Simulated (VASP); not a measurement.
Runs of VASP 6.6.1 on Sn3Se. The structure is that of space group Pm-3m (No. 221), or close to it. The cells are those of the table. 

```tsv
cell	k mesh	smearing	gap on the mesh (eV)	pressure (GPa)
a = 4.660 Å, 4 atoms	12 × 12 × 12	gaussian 0.15 eV	none	-0.2
a = 4.660 Å, 4 atoms	10 × 10 × 10	gaussian 0.15 eV	none	-0.1
a = 4.597 Å, 4 atoms	10 × 10 × 10	gaussian 0.1 eV	none	(b)
a = 4.732 Å, 4 atoms	10 × 10 × 10	gaussian 0.1 eV	none	-2.3
a = 4.660 Å, 4 atoms	10 × 10 × 10	gaussian 0.1 eV	none	(a)
```

Alike in all rows: task single point; level PBEsol; potentials or basis VASP PAW PBE potentials, release 64 (Sn_d, Se); no spin polarisation; cutoff (eV) 520.

Fill in the values left out.

(a) 0.0; (b) 2.4.

Caveats: the PAW data sets were made with another functional, which shifts forces and pressure a little; spin-orbit coupling is left out, which moves the levels of the heavy elements.

A k mesh can miss the band edges, and the runs leave out spin-orbit coupling on Se, Sn.

A gap of «none» marks levels without a gap at the run's occupations.
